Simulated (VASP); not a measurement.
# CdSe (P6_222) in VASP: a series of runs, part 2 of 2

VASP 6.6.1.

## 4. Single point, PBE

This run uses another cell than the first one, of 26.40 Å³/atom.

INCAR reads:

```
ALGO = Normal ; EDIFF = 1E-6
ENCUT = 520 ; GGA = PE
ISIF = 2 ; ISMEAR = 0
LASPH = T ; LCHARG = F
LREAL = F ; LWAVE = F
NBANDS = 36 ; NELM = 60
PREC = Accurate ; SIGMA = 0.1
```

KPOINTS reads:

```
k-points
0
Gamma
  12 12 4
```

POSCAR reads:

```
CdSe
1.0
    4.2879230296      0.0000000000      0.0000000000
   -2.1439615148      3.7134502731      0.0000000000
    0.0000000000      0.0000000000      9.9496641508
Cd Se
3 3
Direct
    0.0000000000      0.5000000000      0.1666666667
    0.5000000000      0.5000000000      0.8333333333
    0.5000000000      0.0000000000      0.5000000000
    0.5000000000      0.5000000000      0.3333333333
    0.5000000000      0.0000000000      0.0000000000
    0.0000000000      0.5000000000      0.6666666667
```

Started as:

```console
cat potpaw_PBE.64/Cd/POTCAR potpaw_PBE.64/Se/POTCAR > POTCAR
mpirun -np 1 vasp_std > vasp.out
```

Run time: 6.4 min. Hardware: 1 thread of Intel Xeon 8259CL, shared host; peak memory 0.44 GiB.

The run converged. Its results:

```
Free energy            : -15.8503 eV
Pressure               : 0.3 GPa
Band gap on the k mesh : zero (bands 27 and 28 overlap by 0.10 eV)
```

Levels at points of the mesh, in eV from the Fermi level:
```tsv
k point	band 23	band 24	band 25	band 26	band 27	band 28	band 29	band 30	band 31	band 32
(0.00, 0.00, 0.00)	-0.54	-0.48	-0.48	-0.40	-0.22	-0.08	2.84	2.84	5.30	5.30
(0.50, 0.00, 0.00)	-2.11	-1.38	-1.32	-0.99	-0.98	2.19	2.46	2.79	3.87	3.98
(0.00, 0.00, 0.50)	-1.36	-0.54	-0.46	-0.46	0.02	1.72	1.72	3.08	4.78	6.32
(0.50, 0.00, 0.50)	-2.02	-1.29	-1.29	-1.15	-0.97	1.60	3.02	3.28	3.53	5.52
```

Caveat: semilocal functionals underestimate gaps, and a narrow one can read as zero.

## 5. Single point, PBE (27.20 Å³/atom)

This run uses another cell than the first one, of 27.20 Å³/atom.

INCAR reads:

```
SYSTEM = CdSe
ALGO     = Normal         ! electronic algorithm
EDIFF    = 1E-6           ! SCF threshold, eV
ENCUT    = 520            ! plane-wave cutoff, eV
GGA      = PE             ! functional
ISIF     = 2              ! what is computed and relaxed
ISMEAR   = 0              ! smearing method
LASPH    = .TRUE.         ! aspherical terms in the spheres
LCHARG   = .FALSE.        ! write CHGCAR
LREAL    = .FALSE.        ! projectors in reciprocal space
LWAVE    = .FALSE.        ! write WAVECAR
NBANDS   = 36             ! bands
NELM     = 80             ! most SCF steps
PREC     = Accurate       ! precision mode
SIGMA    = 0.1            ! smearing width, eV
```

KPOINTS reads:

```
k-points
0
G
  12 12 4
  0 0 0
```

Edit POSCAR of step 4 so:

```diff
@@ -2,5 +2,5 @@
 1.0
-    4.2879230296      0.0000000000      0.0000000000
-   -2.1439615148      3.7134502731      0.0000000000
-    0.0000000000      0.0000000000      9.9496641508
+    4.3407652831      0.0000000000      0.0000000000
+   -2.1703826415      3.7592130070      0.0000000000
+    0.0000000000      0.0000000000     10.0001612300
 Cd Se
```

Potentials or basis: VASP PAW PBE potentials, release 64 (Cd, Se).

Started as:

```console
cat potpaw_PBE.64/Cd/POTCAR potpaw_PBE.64/Se/POTCAR > POTCAR
mpirun -np 1 vasp_std > vasp.out
```

OUTCAR:

```text
SYSTEM = CdSe
   EDIFF = 1E-6
   ENCUT = 520
   GGA = PE
   ISIF = 2
   ISMEAR = 0
   LASPH = .TRUE.
   LREAL = .FALSE.
   NELM = 80
   PREC = Accurate

 ion  position               nearest neighbor table
   1  0.000  0.500  0.167-   4 2.74   4 2.74   5 2.74   5 2.74
   2  0.500  0.500  0.833-   6 2.74   6 2.74   5 2.74   5 2.74
   3  0.500  0.000  0.500-   4 2.74   4 2.74   6 2.74   6 2.74
   4  0.500  0.500  0.333-   1 2.74   1 2.74   3 2.74   3 2.74
   5  0.500  0.000  0.000-   2 2.74   2 2.74   1 2.74   1 2.74
   6  0.000  0.500  0.667-   2 2.74   2 2.74   3 2.74   3 2.74

  LATTYP: Found a hexagonal cell.
 ALAT       =     4.3407652831
 C/A-ratio  =     2.3037783842

  Lattice vectors:

 A1 = (   4.3407652831,   0.0000000000,   0.0000000000)
 A2 = (  -2.1703826415,   3.7592130070,   0.0000000000)
 A3 = (   0.0000000000,   0.0000000000,  10.0001612300)

Analysis of symmetry for initial positions (statically):
=====================================================================
 Subroutine PRICEL returns:
[... 183 lines left out ...]
 val. band max:        1.1281709325   @ k =   0.0000   0.0000   0.2500
 cond. band min:       1.2634039690   @ k =   0.0000   0.0000   0.5000
 fundamental gap:      0.1352330365
 Fermi energy:         1.2593405965

 k-point     1 :       0.0000    0.0000    0.0000
  band No.  band energies     occupation
      1     -11.3038      2.00000
      2     -10.8115      2.00000
      3     -10.8115      2.00000
      4      -6.7996      2.00000
      5      -6.7996      2.00000
      6      -6.6444      2.00000
[... 925 lines left out ...]
     35       7.6714      0.00000
     36       8.3608      0.00000

 [... further k-points ...]

------------------------ aborting loop because EDIFF is reached ----------------------------------------

  FORCE on cell =-STRESS in cart. coord.  units (eV):
  Direction    XX          YY          ZZ          XY          YZ          ZX
  --------------------------------------------------------------------------------------
  -------------------------------------------------------------------------------------
  Total       -1.1479184     -1.1479184     -1.1227789     -0.0000000     -0.0000000      0.0000000
  in kB      -11.2707117    -11.2707117    -11.0238825     -0.0000000     -0.0000000      0.0000000
  external PRESSURE =     -11.1884353 kB  Pullay stress =       0.0000000 kB

 VOLUME and BASIS-vectors are now :
 -----------------------------------------------------------------------------
  energy-cutoff  :      520.00
  volume of cell :      163.18
      direct lattice vectors                 reciprocal lattice vectors
     4.340765283  0.000000000  0.000000000     0.230374124  0.133006563  0.000000000
    -2.170382641  3.759213007  0.000000000     0.000000000  0.266013125  0.000000000
     0.000000000  0.000000000 10.000161230     0.000000000  0.000000000  0.099998388

 POSITION                                       TOTAL-FORCE (eV/Angst)
 -----------------------------------------------------------------------------------
     -1.08519      1.87961      1.66669        -0.000000      0.000000      0.000000
      1.08519      1.87961      8.33347        -0.000000     -0.000000     -0.000000
      2.17038      0.00000      5.00008        -0.000000     -0.000000      0.000000
      1.08519      1.87961      3.33339         0.000000      0.000000      0.000000
      2.17038      0.00000      0.00000         0.000000     -0.000000      0.000000
     -1.08519      1.87961      6.66677        -0.000000     -0.000000      0.000000
 -----------------------------------------------------------------------------------
    total drift:                                0.000000      0.000000     -0.000000

  FREE ENERGIE OF THE ION-ELECTRON SYSTEM (eV)
  ---------------------------------------------------
  free  energy   TOTEN  =       -15.8372673248 eV

  energy  without entropy=      -15.8368834178  energy(sigma->0) =      -15.83707537
```

stdout:

```text
POSCAR found type information on POSCAR CdSe
 POSCAR found :  2 types and       6 ions
 scaLAPACK will be used
 LDA part: xc-table for (Slater+PW92), standard interpolation
 POSCAR, INCAR and KPOINTS ok, starting setup
 FFT: planning ... GRIDC
 FFT: planning ... GRID_SOFT
 FFT: planning ... GRID
 WAVECAR not read
 entering main loop
```

It took 6.5 min on 1 thread of Intel Xeon 8259CL, shared host; peak memory 0.44 GiB.

What came out:

```yaml
Free_energy: -15.8373 eV
Pressure: -1.1 GPa
Band_gap_on_the_k_mesh: zero (bands 27 and 28 overlap by 0.15 eV)
```

Levels at points of the mesh, in eV from the Fermi level:
| k point | band 25 | band 26 | band 27 | band 28 | band 29 | band 30 |
| --- | --- | --- | --- | --- | --- | --- |
| (0.00, 0.00, 0.00) | -0.47 | -0.38 | -0.17 | -0.15 | 2.79 | 2.79 |
| (0.50, 0.00, 0.00) | -1.24 | -0.94 | -0.93 | 2.23 | 2.41 | 2.73 |
| (0.00, 0.00, 0.50) | -0.44 | -0.44 | 0.00 | 1.66 | 1.66 | 3.07 |
| (0.50, 0.00, 0.50) | -1.24 | -1.09 | -0.91 | 1.58 | 2.98 | 3.26 |

Caveat: semilocal functionals underestimate gaps, and a narrow one can read as zero.

## 6. Overview

```tsv
task	cell	k mesh	cutoff (eV)	gap on the mesh (eV)	pressure (GPa)
relaxation of cell and atoms	relaxed from a = 4.167, b = 4.167, c = 9.127 Å, angles 90.0, 90.0, 120.0°, 6 atoms	6 × 6 × 2	600	none	-0.1
single point	a = 4.238, b = 4.238, c = 9.881 Å, angles 90.0, 90.0, 120.0°, 6 atoms	12 × 12 × 4	520	none	1.9
single point	a = 4.288, b = 4.288, c = 9.950 Å, angles 90.0, 90.0, 120.0°, 6 atoms	12 × 12 × 4	520	none	0.3
single point	a = 4.341, b = 4.341, c = 10.000 Å, angles 90.0, 90.0, 120.0°, 6 atoms	12 × 12 × 4	520	none	-1.1
```

Alike in all rows: level PBE; potentials or basis VASP PAW PBE potentials, release 64 (Cd, Se); no spin polarisation; smearing gaussian 0.1 eV.

Caveats: semilocal functionals underestimate gaps, and a narrow one can read as zero; the volume moved by over 15 % at a fixed basis, so the end points are rough (at least some runs).

Absolute energies hang on the potentials; compare differences alone.

The gap in the log of VASP goes by the Fermi energy; the results here count the filled bands.